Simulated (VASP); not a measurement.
# Na (P6_3/mmc) in VASP: relaxation of cell and atoms with PBE

Aim: the relaxation of cell and atoms of Na with PBE.

All numbers are computed with VASP 6.6.1; they aren't measurements. Logs are shortened: lines on timing, memory, paths and dates and some standing lists are left out, and cuts for length are marked.

### 1 The cell of the first run

Symmetry: P6_3/mmc, No. 194, hexagonal system. The conventional cell has a = 3.176 Å, b = 3.176 Å, c = 5.201 Å, α = 90.00°, β = 90.00°, γ = 120.00°. Within 4.2 Å of Na (site symmetry -6m2) lie 12 Na at 3.18 Å.

### 2 Relaxation of cell and atoms, PBE, target pressure 9.4 GPa, at which the enthalpy is minimised

INCAR reads:

```
SYSTEM = Na
  ALGO = Normal
  EDIFF = 1E-7
  EDIFFG = -0.005
  ENCUT = 600
  GGA = PE
  IBRION = 2
  ISIF = 3
  ISMEAR = -1
  LASPH = .TRUE.
  LCHARG = .FALSE.
  LREAL = .FALSE.
  LWAVE = .FALSE.
  NELM = 100
  NSW = 32
  PREC = Accurate
  PSTRESS = 94.0
  SIGMA = 0.08
```

KPOINTS reads:

```
k-points
0
G
  14 14 8
  0 0 0
```

POSCAR reads:

```
Na
1.0
    3.1762550053      0.0000000000      0.0000000000
   -1.5881275026      2.7507175235      0.0000000000
    0.0000000000      0.0000000000      5.2007437766
Na
2
Direct
    0.3333333333      0.6666666667      0.2500000000
    0.6666666667      0.3333333333      0.7500000000
```

Potentials or basis: VASP PAW PBE potentials, release 64 (Na_pv).

Launch:

```sh
> cat potpaw_PBE.64/Na_pv/POTCAR > POTCAR
> mpirun -np 1 vasp_std > vasp.out
```

OUTCAR:

```text
SYSTEM = Na
   EDIFF = 1E-7
   EDIFFG = -0.005
   ENCUT = 600
   GGA = PE
   IBRION = 2
   ISIF = 3
   ISMEAR = -1
   LASPH = .TRUE.
   LREAL = .FALSE.
   NELM = 100
   NSW = 32
   PREC = Accurate
   PSTRESS = 94.0

 ion  position               nearest neighbor table
   1  0.333  0.667  0.250-
   2  0.667  0.333  0.750-

  LATTYP: Found a hexagonal cell.
 ALAT       =     3.1762550053
 C/A-ratio  =     1.6373823159

  Lattice vectors:

 A1 = (   3.1762550053,   0.0000000000,   0.0000000000)
 A2 = (  -1.5881275026,   2.7507175235,   0.0000000000)
 A3 = (   0.0000000000,   0.0000000000,   5.2007437766)

Analysis of symmetry for initial positions (statically):
=====================================================================
 Subroutine PRICEL returns:
 Original cell was already a primitive cell.

 Routine SETGRP: Setting up the symmetry group for a
 hexagonal supercell.

 Subroutine GETGRP returns: Found 24 space group operations
 (whereof 12 operations were pure point group operations)
 out of a pool of 24 trial point group operations.

The static configuration has the point symmetry D_3d.
 The point group associated with its full space group is D_6h.

Analysis of symmetry for dynamics (positions and initial velocities):
=====================================================================
 Subroutine PRICEL returns:
 Original cell was already a primitive cell.

 Routine SETGRP: Setting up the symmetry group for a
 hexagonal supercell.

 Subroutine GETGRP returns: Found 24 space group operations
 (whereof 12 operations were pure point group operations)
 out of a pool of 24 trial point group operations.

The dynamic configuration has the point symmetry D_3d.
 The point group associated with its full space group is D_6h.

 Subroutine INISYM returns: Found 24 space group operations
 (whereof 12 operations are pure point group operations),
 and found     1 'primitive' translations

----------------------------------------------------------------------------------------

                                     Primitive cell

  volume of cell :      45.4388

  direct lattice vectors                    reciprocal lattice vectors
     3.176255005  0.000000000  0.000000000     0.314836182  0.181770755  0.000000000
    -1.588127503  2.750717524  0.000000000     0.000000000  0.363541509  0.000000000
     0.000000000  0.000000000  5.200743777     0.000000000  0.000000000  0.192280190

  length of vectors
     3.176255005  3.176255005  5.200743777     0.363541509  0.363541509  0.192280190

  position of ions in fractional coordinates (direct lattice)
     0.333333333  0.666666667  0.250000000
     0.666666667  0.333333333  0.750000000

  ion indices of the primitive-cell ions
   primitive index   ion index
                 1           1
                 2           2

----------------------------------------------------------------------------------------

 KPOINTS: k-points

Automatic generation of k-mesh.
 Grid dimensions read from file:
 generate k-points for:   14   14    8

 Generating k-lattice:

  Cartesian coordinates                     Fractional coordinates (reciprocal lattice)
     0.022488299  0.012983625  0.000000000     0.071428571  0.000000000  0.000000000
     0.000000000  0.025967251  0.000000000     0.000000000  0.071428571  0.000000000
     0.000000000  0.000000000  0.024035024     0.000000000  0.000000000  0.125000000

  Length of vectors
     0.025967251  0.025967251  0.024035024

  Shift w.r.t. Gamma in fractional coordinates (k-lattice)
     0.000000000  0.000000000  0.000000000

 Subroutine IBZKPT returns following result:
 ===========================================

 Found    120 irreducible k-points:

 Following reciprocal coordinates:
            Coordinates               Weight
  0.000000  0.000000  0.000000      1.000000
  0.071429  0.000000  0.000000      6.000000
  0.142857  0.000000  0.000000      6.000000
  0.214286  0.000000  0.000000      6.000000
  0.285714  0.000000  0.000000      6.000000
  0.357143  0.000000  0.000000      6.000000
[... 16 lines left out ...]
  0.285714  0.285714  0.000000      6.000000
  0.357143  0.285714  0.000000      6.000000
 [... further k-points ...]
   k-points           NKPTS =    120   k-points in BZ     NKDIM =    120   number of bands    NBANDS=     11
   number of dos      NEDOS =    301   number of ions     NIONS =      2
   total plane-waves  NPLWV =  32928
   dimension x,y,z NGX =    28 NGY =   28 NGZ =   42
   dimension x,y,z NGXF=    56 NGYF=   56 NGZF=   84
   ions per type =               2
   NGX,Y,Z   is equivalent  to a cutoff of  14.66, 14.66, 13.43 a.u.
   NGXF,Y,Z  is equivalent  to a cutoff of  29.31, 29.31, 26.85 a.u.
 SYSTEM =  Na
   PREC   = accura    normal or accurate (medium, high low for compatibility)
   ISTART =      0    job   : 0-new  1-cont  2-samecut
   ICHARG =      2    charge: 1-file 2-atom 10-const
   ISPIN  =      1    spin polarized calculation?
   LNONCOLLINEAR =      F non collinear calculations
   LSORBIT =      F    spin-orbit coupling
   LASPH  =      T    aspherical Exc in radial PAW
   ENCUT  =  600.0 eV  44.10 Ry    6.64 a.u.   6.34  6.34 10.39*2*pi/ulx,y,z
   NELM   =    100;   NELMIN=  2; NELMDL= -5     # of ELM steps
   EDIFF  = 0.1E-06   stopping-criterion for ELM
   LREAL  =      F    real-space projection
   EDIFFG = -.5E-02   stopping-criterion for IOM
   NSW    =     32    number of steps for IOM
   IBRION =      2    ionic relax: 0-MD 1-quasi-New 2-CG
   NFREE  =      1    steps in history (QN), initial steepest desc. (CG)
   ISIF   =      3    stress and relaxation
   ISYM   =      2    0-nonsym 1-usesym 2-fastsym
   POTIM  = 0.5000    time-step for ionic-motion
   TEBEG  =    0.0;   TEEND  =   0.0 temperature during run
   PSTRESS=   94.0 pullay stress
   NELECT =      14.0000    total number of electrons
   NUPDOWN=      -1.0000    fix difference up-down
   EMIN   =  10.00;   EMAX   =-10.00  energy-range for DOS
   EFERMI =   0.00;   METHOD = LEGACY
   ISMEAR =    -1;   SIGMA  =   0.08  broadening in eV -4-tet -1-fermi 0-gaus
   EFERMI_NEDOS =   21; number of points for ismear=-14 and -15
   IALGO  =     38    algorithm
   IMIX   =      4    mixing-type and parameters
     AMIX     =   0.40;   BMIX     =  1.00
     AMIX_MAG =   1.60;   BMIX_MAG =  1.00
  volume/ion in A,a.u.               =      22.72       153.32
  Fermi-wavevector in a.u.,A,eV,Ry     =   1.105712  2.089492 16.634461  1.222598
  Thomas-Fermi vector in A             =   2.242203
   LORBIT       =      0    0 simple, 1 ext, 2 COOP (PROOUT), +10 PAW based schemes
   GGA     = PE    functional components
   LHFCALC =     F    Hartree Fock is set to
   AEXX    =    0.0000 exact exchange contribution
   IVDW    =     0    specifies the selected vdW correction
   LEPSILON=     F    determine dielectric tensor
   LRPA    =     F    only Hartree local field effects (RPA)
 conjugate gradient relaxation of ions
 non-spin polarized calculation
  energy-cutoff  :      600.00
  volume of cell :       45.44
 maximum number of plane-waves:      1538
 NGX is ok and might be reduce to    28
   NGX = 13   NGY = 13   NGZ = 21

 number of electron      13.9999999 magnetization

 Free energy of the ion-electron system (eV)
  ---------------------------------------------------
  ext. energy  EPLUGINS =         0.00000000
  ---------------------------------------------------
  free energy    TOTEN  =        -2.06208658 eV

  energy without entropy =       -2.04717366  energy(sigma->0) =       -2.05463012

 E-fermi :   2.2111     XC(G=0):  -7.9396

 val. band max:        2.1418393280   @ k =   0.2143   0.0714   0.2500
 cond. band min:       2.2252624216   @ k =   0.2857   0.2143   0.3750
 fundamental gap:      0.0834230936
 Fermi energy:         2.2110827989

 k-point     1 :       0.0000    0.0000    0.0000
  band No.  band energies     occupation
      1     -22.7140      2.00000
      2     -22.5559      2.00000
      3     -22.5559      2.00000
      4     -22.5340      2.00000
      5     -22.5339      2.00000
      6     -22.5339      2.00000
      7      -2.2745      2.00000
      8       2.8249      0.00093
      9       3.6919      0.00000
     10      15.2312      0.00000
     11      15.2313      0.00000

 k-point     2 :       0.0714    0.0000    0.0000
  band No.  band energies     occupation
      1     -22.7108      2.00000
      2     -22.5626      2.00000
      3     -22.5580      2.00000
      4     -22.5410      2.00000
      5     -22.5350      2.00000
      6     -22.5349      2.00000
      7      -2.1664      2.00000
      8       2.9093      0.00032
      9       3.7932      0.00000
     10      13.5205      0.00000
     11      14.7284      0.00000

 k-point     3 :       0.1429    0.0000    0.0000
  band No.  band energies     occupation
      1     -22.7016      2.00000
      2     -22.5818      2.00000
      3     -22.5637      2.00000
      4     -22.5607      2.00000
      5     -22.5380      2.00000
      6     -22.5378      2.00000
      7      -1.8446      2.00000
      8       3.1631      0.00001
      9       4.0907      0.00000
     10      11.4570      0.00000
     11      14.0041      0.00000

 k-point     4 :       0.2143    0.0000    0.0000
  band No.  band energies     occupation
      1     -22.6875      2.00000
      2     -22.6100      2.00000
      3     -22.5882      2.00000
      4     -22.5719      2.00000
      5     -22.5431      2.00000
      6     -22.5421      2.00000
      7      -1.3157      2.00000
      8       3.5884      0.00000
      9       4.5611      0.00000
     10       9.4935      0.00000
     11      12.7441      0.00000
[... 239 lines left out ...]
 k-point    22 :       0.3571    0.2143    0.0000
  band No.  band energies     occupation
      1     -22.6788      2.00000
      2     -22.6513      2.00000
      3     -22.6231      2.00000
      4     -22.6181      2.00000
      5     -22.5900      2.00000
      6     -22.5820      2.00000
      7       2.6037      0.01466
      8       3.9526      0.00000
      9       6.2179      0.00000
     10       7.0394      0.00000
     11       8.4116      0.00000

 k-point    23 :       0.2857    0.2857    0.0000
  band No.  band energies     occupation
      1     -22.6705      2.00000
      2     -22.6500      2.00000
      3     -22.6261      2.00000
      4     -22.6159      2.00000
      5     -22.6003      2.00000
      6     -22.5837      2.00000
      7       2.5208      0.04081
      8       4.9184      0.00000
      9       5.1864      0.00000
     10       6.9721      0.00000
     11       8.7913      0.00000

 k-point    24 :       0.3571    0.2857    0.0000
  band No.  band energies     occupation
      1     -22.6698      2.00000
      2     -22.6418      2.00000
      3     -22.6381      2.00000
      4     -22.6074      2.00000
      5     -22.6062      2.00000
      6     -22.5921      2.00000
      7       3.4722      0.00000
      8       3.9708      0.00000
      9       5.0192      0.00000
     10       7.8974      0.00000
     11       8.4172      0.00000

 [... further k-points ...]
[... 5 lines left out ...]
  --------------------------------------------------------------------------------------
  -------------------------------------------------------------------------------------
  Total        2.6712495      2.6712495      2.6692211      0.0000000     -0.0000000      0.0000000
  in kB       94.1885734     94.1885734     94.1170514      0.0000000     -0.0000000      0.0000000
  external PRESSURE =       0.1647327 kB  Pullay stress =      94.0000000 kB

 VOLUME and BASIS-vectors are now :
 -----------------------------------------------------------------------------
  energy-cutoff  :      600.00
  volume of cell :       45.44
      direct lattice vectors                 reciprocal lattice vectors
     3.176255005  0.000000000  0.000000000     0.314836182  0.181770755  0.000000000
    -1.588127503  2.750717524  0.000000000     0.000000000  0.363541509  0.000000000
     0.000000000  0.000000000  5.200743777     0.000000000  0.000000000  0.192280190

 POSITION                                       TOTAL-FORCE (eV/Angst)
 -----------------------------------------------------------------------------------
     -0.00000      1.83381      1.30019         0.000000      0.000000      0.000000
      1.58813      0.91691      3.90056        -0.000000     -0.000000      0.000000
 -----------------------------------------------------------------------------------
    total drift:                               -0.000000      0.000000     -0.000000

  FREE ENERGIE OF THE ION-ELECTRON SYSTEM (eV)
  ---------------------------------------------------
  free  energy   TOTEN  =        -2.0620865834 eV

  energy  without entropy=       -2.0471736569  energy(sigma->0) =       -2.05463012

  enthalpy is  TOTEN    =         0.6038148357 eV   P V=        2.6659014191

 reached required accuracy - stopping structural energy minimisation
```

Run time: 39 s. Hardware: 1 thread of Intel Xeon Platinum 8375C at 2.90GHz (Ice Lake), shared host; peak memory 0.2 GiB.

What came out:

| Item | Value |
| --- | --- |
| Free energy | -2.0621 eV |
| Pressure after relaxing | 9.4 GPa |
| Band gap on the k mesh | zero (band 7 reaches 4.57 eV, above the bottom of band 8 at -0.83 eV) |

Final structure:
```yaml
crystal:
  lattice:
    - [3.17626, 0.00000, 0.00000]
    - [-1.58813, 2.75072, 0.00000]
    - [0.00000, 0.00000, 5.20074]
  atoms:
    - { symbol: Na, position: [0.33333, 0.66667, 0.25000] }
    - { symbol: Na, position: [0.66667, 0.33333, 0.75000] }
```

Caveat: the relaxation stopped at its first step, so nothing moved; the cell is relaxed towards a set pressure, so the enthalpy falls and the energy may rise.
